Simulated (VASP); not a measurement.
Al3Cu, 4 atoms in the cell. The structure is tetragonal, space group P4/mmm (No. 123). Conventional cell: a = 2.774 Å, b = 2.774 Å, c = 7.820 Å, α = 90.00°, β = 90.00°, γ = 90.00°. Al (site symmetry 4/mmm) has 12 Al at 2.77 to 2.92 Å within 3.7 Å. Within 3.5 Å of Al (site symmetry 4mm) lie 4 Cu at 2.62 Å and 9 Al at 2.77 to 3.48 Å. Cu (site symmetry 4/mmm) has 8 Al at 2.62 Å and 4 Cu at 2.77 Å within 3.5 Å.  This cell differs from its parent crystal: strain +0.000 along x and y, +0.030 along z.

* Program: VASP 6.6.1
* Task: single point
* Functional: r2SCAN
* Potentials or basis: VASP PAW PBE potentials, release 64 (Al, Cu)
* Cutoff: 520 eV
* k mesh: 18 × 18 × 6
* Occupations: gaussian, width 0.15 eV
* Spin: no spin polarisation
* Dipole correction: no
* Further INCAR settings: ALGO = Normal; EDIFF = 1e-06; NBANDS = 18

Potentials or basis: VASP PAW PBE potentials, release 64 (Al, Cu).

The run is started by

```console
$ cat potpaw_PBE.64/Al/POTCAR potpaw_PBE.64/Cu/POTCAR > POTCAR
$ cp INCAR.step1 INCAR
$ mpirun -np 1 vasp_std > vasp.out
$ cp INCAR.step2 INCAR
$ mpirun -np 1 vasp_std > vasp.out
```

Hardware: 1 thread of Intel(R) Xeon(R) Platinum 8259CL CPU @ 2.50GHz (Skylake/Cascade Lake) (shared host).

**Question.** How long does it take, and how much memory?

**Answer.** Run time: 11 min on 1 thread of Intel(R) Xeon(R) Platinum 8259CL CPU @ 2.50GHz (Skylake/Cascade Lake), with other jobs on the host, peak memory 0.35 GiB. Counts: k points 220.
